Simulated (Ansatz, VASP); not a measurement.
One calculation of MgO, two programs

```
Mg O
1.0
     2.74822    0.00000    0.00000
     0.00000    2.74822    0.00000
     0.00000    0.00000    2.62335
Mg O
1 1
Direct
  0.00000 0.00000 0.00000
  0.50000 0.50000 0.50000
```

Change from the starting cell: biaxial_xy strain +4.8%.

Alike in both runs: task single point; functional PBE; k mesh 10 × 10 × 10; occupations fermi-dirac, width 0.02 eV; no spin polarisation.

|  | VASP | Ansatz |
| --- | --- | --- |
| version | VASP 6.6.1 | Ansatz 0.2.0 |
| potentials or method | VASP PAW PBE potentials, release 64 (Mg, O) | plane waves, PAW |
| plane-wave cutoff (eV) | 520 | 420 |
| valence electrons in the cell | 8 | 16 |

```tsv
	VASP	Ansatz	Ansatz less VASP
gap on the k mesh at the Fermi level (eV)	1.45	1.47	+0.023
pressure (GPa)	-6.8	-6.1	+0.67
traceless stress, the component that is largest in VASP (GPa)	17.81	17.73	-0.075
```

With one functional, cell and mesh, what is left measures potentials, basis and numerics. VASP's potentials hold 8 valence electrons a cell and Ansatz's 16, so a difference there can come from the potentials and not from the codes.
